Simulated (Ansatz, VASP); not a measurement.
**Y in VASP and in Ansatz**

```
Y
1.0
     3.65802    0.00000    0.00000
     0.00000    5.67339    0.00000
     0.00000    0.00000   23.39190
Y
6
Direct
  0.75000 0.75000 0.34624
  0.25000 0.25000 0.39257
  0.25000 0.75000 0.47551
  0.75000 0.25000 0.52449
  0.75000 0.75000 0.60743
  0.25000 0.25000 0.65376
```

Alike in both runs: functional PBE; k mesh 10 × 7 × 1; occupations fermi-dirac, width 0.05 eV; no spin polarisation.

Ansatz relaxed the structure, and its values are those at the end. VASP's run is a single point on that final structure, the one shown.

```csv
,VASP,Ansatz
version,VASP 6.6.1,Ansatz 0.2.0
potentials or method,"VASP PAW PBE potentials, release 64 (Y_sv), cutoff 520 eV","all-electron LAPW, scalar-relativistic"
```

```tsv
	VASP	Ansatz	Ansatz less VASP
rms of the force components (eV/Å)	0.005	0.002	-0.0030
```

Ansatz ran all-electron here, and VASP with PAW potentials.
